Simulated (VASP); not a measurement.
NbAu2, 3 atoms in the cell. The structure is hexagonal, space group P6/mmm (No. 191). Conventional cell: a = 4.588 Å, b = 4.588 Å, c = 2.709 Å, α = 90.00°, β = 90.00°, γ = 120.00°. Within 3.6 Å of Nb (site symmetry 6/mmm) lie 2 Nb at 2.71 Å and 12 Au at 2.98 Å. Within 3.5 Å of Au (site symmetry -6m2) lie 5 Au at 2.65 to 2.71 Å and 6 Nb at 2.98 Å. 

| Property | Result |
| --- | --- |
| Program | VASP 6.6.1 |
| Task | relaxation of cell and atoms |
| Functional | LDA |
| Potentials or basis | VASP PAW LDA potentials, release 64 (Nb_sv, Au) |
| Cutoff | 600 eV |
| k mesh | 12 × 12 × 16 |
| Occupations | fermi-dirac, width 0.15 eV |
| Spin | no spin polarisation |
| Dipole correction | no |
| Further INCAR settings | ALGO = Fast; EDIFF = 1e-06; IBRION = 2; EDIFFG = -0.001; NSW = 80; ISIF = 3 |

Potentials or basis: VASP PAW LDA potentials, release 64 (Nb_sv, Au).

The run is started by

```sh
$ cat potpaw_LDA.64/Nb_sv/POTCAR potpaw_LDA.64/Au/POTCAR > POTCAR
$ mpirun -np 1 vasp_std > vasp.out
```

Hardware: 1 thread of Intel(R) Xeon(R) 6975P-C (Granite Rapids), with other jobs on the host.

Q: How long does it take, and how much memory?

A: Run time: 18 min on 1 thread of Intel(R) Xeon(R) 6975P-C (Granite Rapids) (shared host), peak memory 0.34 GiB. Counts: scf iterations 159, k points 171, ion steps 43.
